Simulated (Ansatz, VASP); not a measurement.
## TePb in VASP and in Ansatz

```
Pb Te
1.0
     0.00000    3.22372    3.22372
     3.22372    0.00000    3.22372
     3.22372    3.22372    0.00000
Pb Te
1 1
Direct
  0.50000 0.50000 0.50000
  0.00000 0.00000 0.00000
```

Alike in both runs: task single point; functional r2SCAN; dispersion rVV10; k mesh 6 × 6 × 6; occupations gaussian, width 0.05 eV; no spin polarisation.

```csv
,VASP,Ansatz
version,VASP 6.6.1,Ansatz 0.2.0
potentials or method,"VASP PAW PBE potentials, release 64 (Pb_d, Te), cutoff 550 eV","scalar-relativistic, plane waves, PAW"
valence electrons in the cell,20,30
```

```tsv
	VASP	Ansatz	Ansatz less VASP
gap on the k mesh at the Fermi level (eV)	0.97	0.97	-0.003
least direct gap on the mesh (eV)	0.97	0.97	-0.003
pressure (GPa)	1.1	1.0	-0.19
```

VASP's potentials were made for PBE, not for r2SCAN. VASP's potentials hold 20 valence electrons a cell and Ansatz's 30, so a difference there can come from the potentials and not from the codes.

Neither program's run includes spin-orbit coupling.
